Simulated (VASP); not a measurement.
# TaI3 (Pm-3m) in VASP: further runs, part 2 of 2

VASP 6.6.1.

## 4. Single point, PBE, collinear spin

Contents of INCAR:

```
SYSTEM = TaI3
PREC     = Accurate       ! precision mode
ENCUT    = 520            ! plane-wave cutoff, eV
EDIFF    = 1E-7           ! SCF threshold, eV
ISMEAR   = 0              ! smearing method
SIGMA    = 0.05           ! smearing width, eV
LREAL    = .FALSE.        ! projectors in reciprocal space
LASPH    = .TRUE.         ! aspherical terms in the spheres
NELM     = 150            ! most SCF steps
ALGO     = Normal         ! electronic algorithm
ISIF     = 2              ! what is computed and relaxed
LWAVE    = .FALSE.        ! write WAVECAR
LCHARG   = .FALSE.        ! write CHGCAR
ISPIN    = 2              ! spin polarisation
MAGMOM   = 0.5 0 0 0      ! initial moments
LORBIT   = 11             ! projections on sites
LMAXMIX  = 4              ! l up to which the mixer works
GGA      = PE             ! functional
NBANDS   = 28             ! bands
```

Contents of KPOINTS:

```
regular mesh
0
G
  6 6 6
  0 0 0
```

Contents of POSCAR:

```
TaI3
1.0
    5.5923770448      0.0000000000      0.0000000000
    0.0000000000      5.5923770448      0.0000000000
    0.0000000000      0.0000000000      5.5923770448
Ta I
1 3
Direct
    0.0000000000      0.0000000000      0.0000000000
    0.5000000000      0.0000000000      0.0000000000
    0.0000000000      0.0000000000      0.5000000000
    0.0000000000      0.5000000000      0.0000000000
```

Launch:

```bash
$ cat potpaw_PBE.64/Ta_pv/POTCAR potpaw_PBE.64/I/POTCAR > POTCAR
$ mpirun -np 1 vasp_std > vasp.out
```

Run time: 1.8 min. Hardware: 1 thread of Intel Xeon 6975P-C (Granite Rapids), shared host; peak memory 0.39 GiB.

It converged, with:

- Free energy: -16.1456 eV
- Pressure: 0.0 GPa
- Net moment: 0.50 μB per cell
- Site moments: Ta +0.33; I +0.01 μB
- Valence electrons inside the program's atomic spheres: Ta 8.66; I 4.33

Levels at points of the mesh, in eV from the Fermi level:
Spin up:
| k point | band 14 | band 15 | band 16 | band 17 | band 18 | band 19 |
| --- | --- | --- | --- | --- | --- | --- |
| (0.00, 0.00, 0.00) | -2.32 | -2.32 | -1.33 | -1.33 | -1.33 | 0.07 |
| (0.50, 0.00, 0.00) | -2.46 | -2.46 | -1.31 | 0.07 | 0.16 | 0.34 |
| (0.50, 0.50, 0.00) | -3.25 | -1.70 | 0.11 | 0.34 | 0.34 | 0.65 |
| (0.50, 0.50, 0.50) | -1.69 | -1.69 | 0.67 | 0.67 | 0.67 | 3.12 |
Spin down:
```csv
k point,band 11,band 12,band 13,band 14,band 15,band 16,band 17,band 18,band 19,band 20
"(0.00, 0.00, 0.00)",-2.69,-2.69,-2.30,-2.30,-2.30,-1.04,-1.04,-1.04,0.23,0.23
"(0.50, 0.00, 0.00)",-3.75,-3.56,-2.91,-2.45,-2.45,-1.02,0.23,0.34,0.60,0.60
"(0.50, 0.50, 0.00)",-3.72,-3.72,-3.23,-3.23,-1.68,0.28,0.61,0.61,0.95,4.77
"(0.50, 0.50, 0.50)",-4.86,-4.86,-1.67,-1.67,-1.67,0.97,0.97,0.97,3.14,3.90
```

Caveat: spin-orbit coupling is left out, which moves the levels of the heavy elements.

## 5. Single point, PBE, collinear spin

This run uses another cell than the first one: it holds 8 atoms, not 4.

Contents of INCAR:

```
PREC = Accurate ; ENCUT = 520
EDIFF = 1E-6 ; ISMEAR = 0
SIGMA = 0.05 ; LREAL = F
LASPH = T ; NELM = 150
ALGO = Normal ; ISIF = 2
LWAVE = F ; LCHARG = T
ISPIN = 2 ; MAGMOM = 2 -2 0 0 0 0 0 0
LORBIT = 11 ; LMAXMIX = 4
GGA = PE ; LELF = T
LVHAR = T ; NBANDS = 46
```

Contents of KPOINTS:

```
regular mesh
0
Gamma
  6 6 3
```

Contents of POSCAR:

```
TaI3
1.0
    5.5923770448      0.0000000000      5.5923770448
    0.0000000000      5.5923770448      5.5923770448
    0.0000000000      0.0000000000     11.1847540896
Ta I
2 6
Direct
    0.0000000000      0.0000000000      0.0000000000
    0.0000000000      0.0000000000      0.5000000000
    0.5000000000      0.0000000000      0.7500000000
    0.0000000000      0.0000000000      0.2500000000
    0.0000000000      0.5000000000      0.7500000000
    0.5000000000      0.0000000000      0.2500000000
    0.0000000000      0.0000000000      0.7500000000
    0.0000000000      0.5000000000      0.2500000000
```

Potentials or basis: VASP PAW PBE potentials, release 64 (Ta_pv, I).

Launch:

```bash
$ cat potpaw_PBE.64/Ta_pv/POTCAR potpaw_PBE.64/I/POTCAR > POTCAR
$ mpirun -np 1 vasp_std > vasp.out
```

OUTCAR:

```text
PREC = Accurate
   ENCUT = 520
   EDIFF = 1E-6
   ISMEAR = 0
   LREAL = F
   LASPH = T
   NELM = 150
   ISIF = 2
   ISPIN = 2
   LORBIT = 11
   GGA = PE

 ion  position               nearest neighbor table
   1  0.000  0.000  0.000-   3 2.80   4 2.80   5 2.80   7 2.80   8 2.80   6 2.80
   2  0.000  0.000  0.500-   4 2.80   6 2.80   7 2.80   8 2.80   5 2.80   3 2.80
   3  0.500  0.000  0.750-   2 2.80   1 2.80
   4  0.000  0.000  0.250-   1 2.80   2 2.80
   5  0.000  0.500  0.750-   2 2.80   1 2.80
   6  0.500  0.000  0.250-   1 2.80   2 2.80
   7  0.000  0.000  0.750-   1 2.80   2 2.80
   8  0.000  0.500  0.250-   1 2.80   2 2.80

  LATTYP: Found a face centered cubic cell.
 ALAT       =    11.1847540896

  Lattice vectors:

 A1 = (   5.5923770448,  -5.5923770448,   0.0000000000)
 A2 = (   5.5923770448,   0.0000000000,   5.5923770448)
 A3 = (   0.0000000000,  -5.5923770448,   5.5923770448)

Analysis of symmetry for initial positions (statically):
=====================================================================
 Subroutine PRICEL returns following result:

  LATTYP: Found a simple cubic cell.
[... 1166 lines left out ...]
 VOLUME and BASIS-vectors are now :
 -----------------------------------------------------------------------------
  energy-cutoff  :      520.00
  volume of cell :      349.80
      direct lattice vectors                 reciprocal lattice vectors
     5.592377045  0.000000000  5.592377045     0.178814839  0.000000000  0.000000000
     0.000000000  5.592377045  5.592377045     0.000000000  0.178814839  0.000000000
     0.000000000  0.000000000 11.184754090    -0.089407419 -0.089407419  0.089407419

 POSITION                                       TOTAL-FORCE (eV/Angst)
 -----------------------------------------------------------------------------------
      0.00000      0.00000      0.00000         0.000000     -0.000000      0.000000
      0.00000      0.00000      5.59238        -0.000000      0.000000     -0.000000
      2.79619      0.00000     11.18475         0.000000      0.000000     -0.000000
      0.00000      0.00000      2.79619        -0.000000      0.000000     -0.000000
      0.00000      2.79619     11.18475        -0.000000     -0.000000      0.000000
      2.79619      0.00000      5.59238         0.000000      0.000000     -0.000000
      0.00000      0.00000      8.38857        -0.000000      0.000000      0.000000
      0.00000      2.79619      5.59238        -0.000000     -0.000000      0.000000
 -----------------------------------------------------------------------------------
    total drift:                               -0.000000     -0.000000      0.000000

  FREE ENERGIE OF THE ION-ELECTRON SYSTEM (eV)
  ---------------------------------------------------
  free  energy   TOTEN  =       -32.4074465348 eV

  energy  without entropy=      -32.3946707816  energy(sigma->0) =      -32.40105866

 total charge

# of ion       s       p       d       tot
------------------------------------------
    1        0.236   6.084   2.346   8.665
    2        0.236   6.084   2.346   8.665
    3        1.496   2.803   0.032   4.330
    4        1.496   2.803   0.032   4.330
    5        1.496   2.803   0.032   4.330
    6        1.496   2.803   0.032   4.330
    7        1.496   2.803   0.032   4.330
    8        1.496   2.803   0.032   4.330
--------------------------------------------------
tot          9.448  28.982   4.883  43.313

 magnetization (x)

# of ion       s       p       d       tot
------------------------------------------
    1        0.017   0.009   0.890   0.916
    2       -0.017  -0.009  -0.890  -0.916
    3        0.000   0.000   0.000   0.000
    4        0.000   0.000   0.000   0.000
    5        0.000   0.000   0.000   0.000
    6        0.000   0.000   0.000   0.000
    7        0.000   0.000   0.000   0.000
    8        0.000   0.000   0.000   0.000
--------------------------------------------------
tot          0.000   0.000   0.000   0.000
```

OSZICAR:

```text
N       E                     dE             d eps       ncg     rms          rms(c)
DAV:   1     0.432598051736E+03    0.43260E+03   -0.27108E+04  2048   0.115E+03
DAV:   2     0.499092043244E+01   -0.42761E+03   -0.40912E+03  2316   0.227E+02
DAV:   3    -0.323470622007E+02   -0.37338E+02   -0.36630E+02  2296   0.642E+01
DAV:   4    -0.336331391750E+02   -0.12861E+01   -0.12773E+01  2464   0.127E+01
DAV:   5    -0.336641939623E+02   -0.31055E-01   -0.31043E-01  2404   0.200E+00    0.167E+01
DAV:   6    -0.322916317295E+02    0.13726E+01   -0.50608E+00  2124   0.888E+00    0.807E+00
DAV:   7    -0.324187137779E+02   -0.12708E+00   -0.62768E-01  2008   0.293E+00    0.462E+00
DAV:   8    -0.324125932840E+02    0.61205E-02   -0.44401E-02  2228   0.945E-01    0.212E+00
DAV:   9    -0.324071948948E+02    0.53984E-02   -0.72561E-03  2242   0.353E-01    0.415E-01
DAV:  10    -0.324074484523E+02   -0.25356E-03   -0.13174E-03  2256   0.177E-01    0.137E-01
DAV:  11    -0.324074888335E+02   -0.40381E-04   -0.30118E-04  2140   0.705E-02    0.695E-02
DAV:  12    -0.324074713950E+02    0.17438E-04   -0.11381E-04  2104   0.442E-02    0.281E-02
DAV:  13    -0.324074624917E+02    0.89033E-05   -0.14681E-05  2194   0.142E-02    0.154E-02
DAV:  14    -0.324074500084E+02    0.12483E-04   -0.10658E-05  2002   0.138E-02    0.745E-03
DAV:  15    -0.324074472071E+02    0.28013E-05   -0.23658E-06  1802   0.689E-03    0.293E-03
DAV:  16    -0.324074465348E+02    0.67231E-06   -0.43257E-07  1322   0.295E-03
   1 F= -.32407447E+02 E0= -.32401059E+02  d E =-.127758E-01  mag=     0.0000
```

stdout:

```text
POSCAR found type information on POSCAR TaI
 POSCAR found :  2 types and       8 ions
 scaLAPACK will be used
 LDA part: xc-table for (Slater+PW92), standard interpolation
 POSCAR, INCAR and KPOINTS ok, starting setup
 FFT: planning ... GRIDC
 FFT: planning ... GRID_SOFT
 FFT: planning ... GRID
 WAVECAR not read
 entering main loop
```

It took 24 min on 1 thread of Intel Xeon 8259CL, shared host; peak memory 0.93 GiB.

What came out:

```yaml
Free_energy: -32.4074 eV
Pressure: 0.3 GPa
Band_gap_on_the_k_mesh: zero (filled and empty bands overlap)
Net_moment: 0.00 μB per cell
Site_moments: Ta +0.92, -0.92; I +0.00 μB
Valence_electrons_inside_the_program's_atomic_spheres: Ta 8.66; I 4.33
```

Caveat: spin-orbit coupling is left out, which moves the levels of the heavy elements.

## 6. The runs side by side

| spin | cell | k mesh | gap on the mesh (eV) | pressure (GPa) | moment (μB) |
| --- | --- | --- | --- | --- | --- |
| off | a = 5.592 Å, 4 atoms, atomic positions A | 6 × 6 × 6 | none | 0.0 | - |
| collinear | a = 5.592 Å, 4 atoms, atomic positions A | 6 × 6 × 6 | none | 0.0 | 0.50 |
| collinear | a = 7.909, b = 7.909, c = 11.185 Å, angles 45.0, 45.0, 60.0°, 8 atoms, atomic positions B | 6 × 6 × 3 | none | 0.3 | 0.00 |

Alike in all rows: task single point; level PBE; potentials or basis VASP PAW PBE potentials, release 64 (Ta_pv, I); cutoff (eV) 520; smearing gaussian 0.05 eV.

Caveats: spin-orbit coupling is left out, which moves the levels of the heavy elements.

Total energies depend on the potentials used, so only differences within one code and one set of settings carry meaning.
